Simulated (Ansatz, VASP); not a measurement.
# Two plane-wave programs on B2Ru3

```
B Ru
1.0
     2.85538    0.00000    0.00000
    -1.42769    2.47283    0.00000
     0.00000    0.00000   15.54439
B Ru
4 6
Direct
  0.33333 0.66667 0.15691
  0.66667 0.33333 0.65691
  0.33333 0.66667 0.34309
  0.66667 0.33333 0.84309
  0.33333 0.66667 0.93189
  0.66667 0.33333 0.43189
  0.33333 0.66667 0.56811
  0.66667 0.33333 0.06811
  0.33333 0.66667 0.75000
  0.66667 0.33333 0.25000
```

Change from the starting cell: species swapped into the B3Ru2 type (P6_3/mmc, No. 194).

Alike in both runs: functional PBE; k mesh 6 × 6 × 2; occupations gaussian, width 0.2 eV; no spin polarisation.

Ansatz relaxed the structure, and its values are those at the end. VASP's run is a single point on that final structure, the one shown.

|  | VASP | Ansatz |
| --- | --- | --- |
| version | VASP 6.6.1 | Ansatz 0.2.0 |
| potentials or method | VASP PAW PBE potentials, release 64 (B, Ru_pv), cutoff 520 eV | scalar-relativistic, plane waves, PAW |
| valence electrons in the cell | 96 | 108 |

|  | VASP | Ansatz | Ansatz less VASP |
| --- | --- | --- | --- |
| gap on the k mesh at the Fermi level (eV) | none | none | - |
| pressure (GPa) | -0.3 | -0.3 | +0.01 |
| rms of the force components (eV/Å) | 0.009 | 0.014 | +0.0052 |

A gap of «none» marks a metal or a gap that the smearing closes. With one functional, cell and mesh, what is left measures potentials, basis and numerics. VASP's potentials hold 96 valence electrons a cell and Ansatz's 108, so a difference there can come from the potentials and not from the codes.

The k mesh is coarse, so the values compare programs but aren't converged.
